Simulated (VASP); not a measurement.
The system is Se.

```
Se
1.0
     4.27707    0.00000    0.00000
    -2.13853    3.70405    0.00000
     0.00000    0.00000    4.85248
Se
3
Direct
  0.77460 0.77460 0.00000
  0.00000 0.22540 0.66667
  0.22540 0.00000 0.33333
```

Base run:

```yaml
Program: VASP 6.6.1
Functional: r2SCAN
Potentials_or_basis: VASP PAW PBE potentials, release 64 (Se)
Cutoff: 520 eV
k_mesh: 7 × 7 × 6
Occupations: fermi-dirac, width 0.05 eV
Spin: no spin polarisation
```

Its results: band gap on the k mesh 1.40 eV, indirect (least direct gap 1.79 eV); pressure 5.7 GPa; largest force 0.735 eV/Å.

Task: The run is repeated on the same cell with these changes: functional from r2SCAN to LDA; potentials or basis from VASP PAW PBE potentials, release 64 (Se) to VASP PAW LDA potentials, release 64 (Se). What comes out?

Result: Band gap on the k mesh 1.03 eV, indirect (least direct gap 1.47 eV); pressure 2.9 GPa; largest force 0.954 eV/Å.

Caveats: the PAW data sets were made with another functional, which shifts forces and pressure a little (some runs).

A k mesh can miss the band edges.
